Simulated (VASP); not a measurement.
## MgO: relaxation of cell and atoms with LDA

Crystal: MgO.

```
Mg O
1.0
     2.07959    2.07959    0.00000
    -2.07959    2.07959    0.00000
     0.00000    2.07959    2.07959
Mg O
1 1
Cartesian
  0.0000 0.0000 0.0000
  0.0000 2.0796 0.0000
```

```json
{
 "Program": "VASP 6.6.1",
 "Task": "relaxation of cell and atoms",
 "Functional": "LDA",
 "Potentials or basis": "VASP PAW LDA potentials, release 64 (Mg, O)",
 "Cutoff": "600 eV",
 "k mesh": "10 × 10 × 10",
 "Occupations": "gaussian, width 0.01 eV",
 "Spin": "no spin polarisation",
 "Target pressure": "-2 GPa",
 "Dipole correction": "no",
 "Further INCAR settings": "ALGO = Normal; EDIFF = 1e-06; IBRION = 2; EDIFFG = -0.002; NSW = 100; ISIF = 3"
}
```

The relaxed volume is 9.00 Å³/atom and the relaxed cell is a = 2.941 Å, b = 2.941 Å, c = 2.941 Å, α = 60.00°, β = 60.00°, γ = 90.00°. The space group after relaxing (to 0.05 Å) is Fm-3m (No. 225). The energy change on relaxing (the enthalpy is what falls) is +0.0 meV/atom. The ionic steps are 3, the pressure after relaxing is -2.0 GPa and the band gap on the k mesh is 5.03 eV, direct.

Final structure:
```
Mg O
1.0
     2.07981    2.07981    0.00000
    -2.07981    2.07981    0.00000
     0.00000    2.07981    2.07981
Mg O
1 1
Direct
  0.00000 0.00000 0.00000
  0.50000 0.50000 0.00000
```

Levels at points of the mesh, in eV from the valence-band top:
| k point | band 1 | band 2 | band 3 | band 4 | band 5 | band 6 | band 7 | band 8 |
| --- | --- | --- | --- | --- | --- | --- | --- | --- |
| (0.00, 0.00, 0.00) | -17.20 | 0.00 | 0.00 | 0.00 | 5.03 | 15.73 | 15.73 | 15.73 |
| (0.50, 0.00, 0.00) | -15.75 | -4.87 | -0.71 | -0.71 | 7.97 | 12.82 | 16.39 | 16.39 |
| (0.50, 0.50, 0.00) | -15.47 | -4.31 | -1.43 | -1.43 | 8.93 | 10.12 | 13.29 | 19.21 |

It took 5.5 s on 1 thread of Intel Xeon 6975P-C (shared host), peak memory 0.13 GiB.

Caveat: the cell is relaxed towards a set pressure, so the enthalpy falls and the energy may rise. As with any semilocal functional, this LDA gap is likely too small.
